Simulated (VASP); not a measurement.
# Mg (Pm-3m) in VASP: notebook

Mg is run at these levels: PBE; tasks: single point.

All numbers are computed with VASP 6.6.1; they aren't measurements. Logs are shortened: lines on timing, memory, paths and dates and some standing lists are left out, and cuts for length are marked.

### 1 The cell of the first run

Symmetry: Pm-3m, No. 221, cubic system. Conventional cell: a = 2.642 Å, b = 2.642 Å, c = 2.642 Å, α = 90.00°, β = 90.00°, γ = 90.00°. Mg (site symmetry m-3m) has 6 Mg at 2.64 Å within 3.5 Å.

### 2 Single point, PBE

The input, INCAR:

```
  PREC = Accurate
  ENCUT = 520
  EDIFF = 1E-6
  ISMEAR = 0
  SIGMA = 0.1
  LREAL = False
  LASPH = True
  NELM = 100
  ALGO = Normal
  ISIF = 2
  LWAVE = False
  LCHARG = True
  GGA = PE
  LELF = True
  LVHAR = True
  NBANDS = 7
```

The input, KPOINTS:

```
regular mesh
0
Gamma
  7 7 7
```

The input, POSCAR:

```
Mg
1.0
    2.6421931750      0.0000000000      0.0000000000
    0.0000000000      2.6421931750      0.0000000000
    0.0000000000      0.0000000000      2.6421931750
Mg
1
Direct
    0.0000000000      0.0000000000      0.0000000000
```

Potentials or basis: VASP PAW PBE potentials, release 64 (Mg).

The run is started by

```sh
$ cat potpaw_PBE.64/Mg/POTCAR > POTCAR
$ mpirun -np 1 vasp_std > vasp.out
```

OUTCAR:

```text
PREC = Accurate
   ENCUT = 520
   EDIFF = 1E-6
   ISMEAR = 0
   LREAL = False
   LASPH = True
   NELM = 100
   ISIF = 2
   GGA = PE

 ion  position               nearest neighbor table
   1  0.000  0.000  0.000-

  LATTYP: Found a simple cubic cell.
 ALAT       =     2.6421931750

  Lattice vectors:

 A1 = (   2.6421931750,   0.0000000000,   0.0000000000)
 A2 = (   0.0000000000,   2.6421931750,   0.0000000000)
 A3 = (   0.0000000000,   0.0000000000,   2.6421931750)

Analysis of symmetry for initial positions (statically):
=====================================================================
 Subroutine PRICEL returns:
 Original cell was already a primitive cell.

 Routine SETGRP: Setting up the symmetry group for a
 simple cubic supercell.

 Subroutine GETGRP returns: Found 48 space group operations
 (whereof 48 operations were pure point group operations)
 out of a pool of 48 trial point group operations.

The static configuration has the point symmetry O_h .

Analysis of symmetry for dynamics (positions and initial velocities):
=====================================================================
 Subroutine PRICEL returns:
 Original cell was already a primitive cell.

 Routine SETGRP: Setting up the symmetry group for a
 simple cubic supercell.

 Subroutine GETGRP returns: Found 48 space group operations
 (whereof 48 operations were pure point group operations)
 out of a pool of 48 trial point group operations.

The dynamic configuration has the point symmetry O_h .

 Subroutine INISYM returns: Found 48 space group operations
 (whereof 48 operations are pure point group operations),
 and found     1 'primitive' translations

----------------------------------------------------------------------------------------

                                     Primitive cell

  volume of cell :      18.4456

  direct lattice vectors                    reciprocal lattice vectors
     2.642193175  0.000000000  0.000000000     0.378473463  0.000000000  0.000000000
     0.000000000  2.642193175  0.000000000     0.000000000  0.378473463  0.000000000
     0.000000000  0.000000000  2.642193175     0.000000000  0.000000000  0.378473463

  length of vectors
     2.642193175  2.642193175  2.642193175     0.378473463  0.378473463  0.378473463

  position of ions in fractional coordinates (direct lattice)
     0.000000000  0.000000000  0.000000000

  ion indices of the primitive-cell ions
   primitive index   ion index
                 1           1

----------------------------------------------------------------------------------------

 KPOINTS: regular mesh

Automatic generation of k-mesh.
 Grid dimensions read from file:
 generate k-points for:    7    7    7

 Generating k-lattice:

  Cartesian coordinates                     Fractional coordinates (reciprocal lattice)
     0.054067638  0.000000000  0.000000000     0.142857143  0.000000000  0.000000000
     0.000000000  0.054067638  0.000000000     0.000000000  0.142857143  0.000000000
     0.000000000  0.000000000  0.054067638     0.000000000  0.000000000  0.142857143

  Length of vectors
     0.054067638  0.054067638  0.054067638

  Shift w.r.t. Gamma in fractional coordinates (k-lattice)
     0.000000000  0.000000000  0.000000000

 Subroutine IBZKPT returns following result:
 ===========================================

 Found     20 irreducible k-points:

 Following reciprocal coordinates:
            Coordinates               Weight
  0.000000  0.000000  0.000000      1.000000
  0.142857  0.000000  0.000000      6.000000
  0.285714  0.000000  0.000000      6.000000
  0.428571  0.000000  0.000000      6.000000
  0.142857  0.142857  0.000000     12.000000
  0.285714  0.142857  0.000000     24.000000
[... 12 lines left out ...]
  0.428571  0.428571  0.285714     24.000000
  0.428571  0.428571  0.428571      8.000000
   k-points           NKPTS =     20   k-points in BZ     NKDIM =     20   number of bands    NBANDS=      7
   number of dos      NEDOS =    301   number of ions     NIONS =      1
   total plane-waves  NPLWV =   8000
   dimension x,y,z NGX =    20 NGY =   20 NGZ =   20
   dimension x,y,z NGXF=    40 NGYF=   40 NGZF=   40
   ions per type =               1
   NGX,Y,Z   is equivalent  to a cutoff of  12.58, 12.58, 12.58 a.u.
   NGXF,Y,Z  is equivalent  to a cutoff of  25.17, 25.17, 25.17 a.u.
 SYSTEM =  unknown system
   PREC   = accura    normal or accurate (medium, high low for compatibility)
   ISTART =      0    job   : 0-new  1-cont  2-samecut
   ICHARG =      2    charge: 1-file 2-atom 10-const
   ISPIN  =      1    spin polarized calculation?
   LNONCOLLINEAR =      F non collinear calculations
   LSORBIT =      F    spin-orbit coupling
   LASPH  =      T    aspherical Exc in radial PAW
   ENCUT  =  520.0 eV  38.22 Ry    6.18 a.u.   4.91  4.91  4.91*2*pi/ulx,y,z
   NELM   =    100;   NELMIN=  2; NELMDL= -5     # of ELM steps
   EDIFF  = 0.1E-05   stopping-criterion for ELM
   LREAL  =      F    real-space projection
   EDIFFG = 0.1E-04   stopping-criterion for IOM
   NSW    =      0    number of steps for IOM
   IBRION =     -1    ionic relax: 0-MD 1-quasi-New 2-CG
   NFREE  =      0    steps in history (QN), initial steepest desc. (CG)
   ISIF   =      2    stress and relaxation
   ISYM   =      2    0-nonsym 1-usesym 2-fastsym
   POTIM  = 0.5000    time-step for ionic-motion
   TEBEG  =    0.0;   TEEND  =   0.0 temperature during run
   PSTRESS=    0.0 pullay stress
   NELECT =       2.0000    total number of electrons
   NUPDOWN=      -1.0000    fix difference up-down
   EMIN   =  10.00;   EMAX   =-10.00  energy-range for DOS
   EFERMI =   0.00;   METHOD = LEGACY
   ISMEAR =     0;   SIGMA  =   0.10  broadening in eV -4-tet -1-fermi 0-gaus
   EFERMI_NEDOS =   21; number of points for ismear=-14 and -15
   IALGO  =     38    algorithm
   IMIX   =      4    mixing-type and parameters
     AMIX     =   0.40;   BMIX     =  1.00
     AMIX_MAG =   1.60;   BMIX_MAG =  1.00
  volume/ion in A,a.u.               =      18.45       124.48
  Fermi-wavevector in a.u.,A,eV,Ry     =   0.780645  1.475205  8.291481  0.609407
  Thomas-Fermi vector in A             =   1.883999
   LORBIT       =      0    0 simple, 1 ext, 2 COOP (PROOUT), +10 PAW based schemes
   GGA     = PE    functional components
   LHFCALC =     F    Hartree Fock is set to
   AEXX    =    0.0000 exact exchange contribution
   IVDW    =     0    specifies the selected vdW correction
   LEPSILON=     F    determine dielectric tensor
   LRPA    =     F    only Hartree local field effects (RPA)
 non-spin polarized calculation
 Gauss-broadening in eV      SIGMA  =   0.10
  energy-cutoff  :      520.00
  volume of cell :       18.45
 maximum number of plane-waves:       508
 NGX is ok and might be reduce to    20
   NGX =  9   NGY =  9   NGZ =  9

 number of electron       2.0000000 magnetization

 Free energy of the ion-electron system (eV)
  ---------------------------------------------------
  ext. energy  EPLUGINS =         0.00000000
  ---------------------------------------------------
  free energy    TOTEN  =        -0.69654062 eV

  energy without entropy =       -0.69500011  energy(sigma->0) =       -0.69577037

 E-fermi :   3.8363     XC(G=0):  -9.1789

 val. band max:        3.6025350088   @ k =   0.4286   0.1429   0.1429
 cond. band min:       3.9339141173   @ k =   0.4286   0.4286   0.1429
 fundamental gap:      0.3313791085
 Fermi energy:         3.8363412554

 k-point     1 :       0.0000    0.0000    0.0000
  band No.  band energies     occupation
      1      -4.0280      2.00000
      2      13.4622      0.00000
      3      13.4622      0.00000
      4      16.5592      0.00000
      5      16.5592      0.00000
      6      16.5592      0.00000
      7      22.7550      0.00000

 k-point     2 :       0.1429    0.0000    0.0000
  band No.  band energies     occupation
      1      -3.5867      2.00000
      2      10.3970      0.00000
      3      13.8509      0.00000
      4      16.8829      0.00000
      5      16.8829      0.00000
      6      18.6329      0.00000
      7      24.7121      0.00000

 k-point     3 :       0.2857    0.0000    0.0000
  band No.  band energies     occupation
      1      -2.2778      2.00000
      2       6.3549      0.00000
      3      14.9576      0.00000
      4      17.8476      0.00000
      5      17.8476      0.00000
      6      20.6418      0.00000
      7      25.2292      0.00000

 k-point     4 :       0.4286    0.0000    0.0000
  band No.  band energies     occupation
      1      -0.1477      2.00000
      2       2.7848      2.00000
      3      16.3806      0.00000
      4      19.3523      0.00000
      5      19.3523      0.00000
      6      22.3229      0.00000
      7      22.3263      0.00000

 k-point     5 :       0.1429    0.1429    0.0000
  band No.  band energies     occupation
      1      -3.1478      2.00000
      2      10.2032      0.00000
      3      11.5982      0.00000
      4      17.0710      0.00000
      5      17.2093      0.00000
      6      21.3678      0.00000
      7      25.1978      0.00000

 k-point     6 :       0.2857    0.1429    0.0000
  band No.  band energies     occupation
      1      -1.8459      2.00000
      2       6.7252      0.00000
      3      12.2021      0.00000
      4      17.7136      0.00000
      5      18.1821      0.00000
      6      21.7223      0.00000
      7      23.7538      0.00000

 k-point     7 :       0.4286    0.1429    0.0000
  band No.  band energies     occupation
      1       0.2717      2.00000
      2       3.1951      2.00000
      3      14.0178      0.00000
      4      16.4779      0.00000
      5      19.7112      0.00000
      6      21.5385      0.00000
      7      22.5413      0.00000

 k-point     8 :       0.2857    0.2857    0.0000
  band No.  band energies     occupation
      1      -0.5649      2.00000
      2       7.2962      0.00000
      3       8.7984      0.00000
      4      15.8380      0.00000
      5      19.1725      0.00000
      6      20.8869      0.00000
      7      25.0558      0.00000

 k-point     9 :       0.4286    0.2857    0.0000
  band No.  band energies     occupation
      1       1.5160      2.00000
      2       4.3980      0.00000
      3      10.0936      0.00000
      4      12.7648      0.00000
      5      20.7389      0.00000
      6      22.6613      0.00000
      7      23.1129      0.00000

 k-point    10 :       0.4286    0.4286    0.0000
  band No.  band energies     occupation
      1       3.5342      1.99998
      2       5.8385      0.00000
      3       7.0869      0.00000
      4       9.4956      0.00000
      5      22.2164      0.00000
      6      23.3767      0.00000
      7      24.7156      0.00000

 k-point    11 :       0.1429    0.1429    0.1429
  band No.  band energies     occupation
      1      -2.7112      2.00000
      2      10.5846      0.00000
      3      10.5846      0.00000
      4      14.0338      0.00000
      5      21.4294      0.00000
      6      21.4294      0.00000
      7      25.0355      0.00000

 k-point    12 :       0.2857    0.1429    0.1429
  band No.  band energies     occupation
      1      -1.4165      2.00000
      2       7.0939      0.00000
      3      11.7223      0.00000
      4      14.4317      0.00000
      5      19.6276      0.00000
      6      21.9901      0.00000
      7      23.7503      0.00000

 k-point    13 :       0.4286    0.1429    0.1429
  band No.  band energies     occupation
      1       0.6888      2.00000
      2       3.6025      1.99906
      3      13.5480      0.00000
      4      15.9147      0.00000
      5      16.5098      0.00000
      6      19.5878      0.00000
      7      25.1324      0.00000

 k-point    14 :       0.2857    0.2857    0.1429
  band No.  band energies     occupation
      1      -0.1424      2.00000
      2       7.6731      0.00000
      3       9.0814      0.00000
      4      14.4066      0.00000
      5      16.8581      0.00000
      6      21.1446      0.00000
      7      25.1226      0.00000

 k-point    15 :       0.4286    0.2857    0.1429
  band No.  band energies     occupation
      1       1.9266      2.00000
      2       4.7955      0.00000
      3      10.4198      0.00000
      4      13.0039      0.00000
      5      16.6063      0.00000
      6      19.2373      0.00000
      7      25.6111      0.00000

 k-point    16 :       0.4286    0.4286    0.1429
  band No.  band energies     occupation
      1       3.9339      0.16762
      2       6.2111      0.00000
      3       7.4913      0.00000
      4       9.8475      0.00000
      5      18.1988      0.00000
      6      19.6308      0.00000
      7      23.2576      0.00000

 k-point    17 :       0.2857    0.2857    0.2857
  band No.  band energies     occupation
      1       1.1114      2.00000
      2       8.8078      0.00000
      3       8.8078      0.00000
      4      11.8203      0.00000
      5      16.9027      0.00000
      6      16.9027      0.00000
      7      22.0984      0.00000

 k-point    18 :       0.4286    0.2857    0.2857
  band No.  band energies     occupation
      1       3.1458      2.00000
      2       5.9597      0.00000
      3      10.7067      0.00000
      4      12.8248      0.00000
      5      13.4223      0.00000
      6      15.8333      0.00000
      7      21.6127      0.00000

 k-point    19 :       0.4286    0.4286    0.2857
  band No.  band energies     occupation
      1       5.1218      0.00000
      2       7.3346      0.00000
      3       8.6069      0.00000
      4      10.7891      0.00000
      5      13.9762      0.00000
      6      15.3848      0.00000
      7      18.7840      0.00000

 k-point    20 :       0.4286    0.4286    0.4286
  band No.  band energies     occupation
      1       7.0441      0.00000
      2       9.2239      0.00000
      3       9.2239      0.00000
      4      11.4456      0.00000
      5      11.9044      0.00000
      6      11.9044      0.00000
      7      15.4587      0.00000

------------------------ aborting loop because EDIFF is reached ----------------------------------------

  FORCE on cell =-STRESS in cart. coord.  units (eV):
  Direction    XX          YY          ZZ          XY          YZ          ZX
  --------------------------------------------------------------------------------------
  -------------------------------------------------------------------------------------
  Total        2.3083614      2.3083614      2.3083614      0.0000000      0.0000000      0.0000000
  in kB      200.5029153    200.5029153    200.5029153      0.0000000      0.0000000      0.0000000
  external PRESSURE =     200.5029153 kB  Pullay stress =       0.0000000 kB

 VOLUME and BASIS-vectors are now :
 -----------------------------------------------------------------------------
  energy-cutoff  :      520.00
  volume of cell :       18.45
      direct lattice vectors                 reciprocal lattice vectors
     2.642193175  0.000000000  0.000000000     0.378473463  0.000000000  0.000000000
     0.000000000  2.642193175  0.000000000     0.000000000  0.378473463  0.000000000
     0.000000000  0.000000000  2.642193175     0.000000000  0.000000000  0.378473463

 POSITION                                       TOTAL-FORCE (eV/Angst)
 -----------------------------------------------------------------------------------
      0.00000      0.00000      0.00000         0.000000      0.000000      0.000000
 -----------------------------------------------------------------------------------
    total drift:                                0.000000      0.000000      0.000000

  FREE ENERGIE OF THE ION-ELECTRON SYSTEM (eV)
  ---------------------------------------------------
  free  energy   TOTEN  =        -0.6965406201 eV

  energy  without entropy=       -0.6950001142  energy(sigma->0) =       -0.69577037
```

Wall time 1.4 s (1 thread of Intel Xeon 6975P-C (Granite Rapids), shared host); peak memory 0.12 GiB.

Results:

- Free energy: -0.6965 eV
- Pressure: 20.1 GPa
- Band gap on the k mesh: zero (band 1 reaches 7.04 eV, above the bottom of band 2 at 2.78 eV)

### 3 Single point, PBE

This run uses another cell than the first one, of 23.50 Å³/atom, 1.274 times its volume.

The input, INCAR:

```
  ALGO = Normal
  EDIFF = 1E-7
  ENCUT = 520
  GGA = PE
  ISIF = 2
  ISMEAR = 0
  LASPH = True
  LCHARG = True
  LELF = True
  LREAL = False
  LVHAR = True
  LWAVE = False
  NBANDS = 7
  NELM = 60
  PREC = Accurate
  SIGMA = 0.1
```

The input, KPOINTS:

```
k-points
0
Gamma
  7 7 7
```

The input, POSCAR:

```
Mg
1.0
    2.8641902216      0.0000000000      0.0000000000
    0.0000000000      2.8641902216      0.0000000000
    0.0000000000      0.0000000000      2.8641902216
Mg
1
Direct
    0.0000000000      0.0000000000      0.0000000000
```

Potentials or basis: VASP PAW PBE potentials, release 64 (Mg).

The run is started by

```sh
$ cat potpaw_PBE.64/Mg/POTCAR > POTCAR
$ mpirun -np 1 vasp_std > vasp.out
```

It took 1.9 s on 1 thread of Intel Xeon 6975P-C (Granite Rapids), shared host; peak memory 0.13 GiB.

Results (log left out):

```yaml
Free_energy: -1.0523 eV
Pressure: 5.0 GPa
Band_gap_on_the_k_mesh: zero (band 1 reaches 5.21 eV, above the bottom of band 2 at 1.47 eV)
```

Levels at points of the mesh, in eV from the Fermi level:
```tsv
k point	band 1	band 2	band 3	band 4	band 5
(0.00, 0.00, 0.00)	-6.76	8.72	8.72	10.69	10.69
```
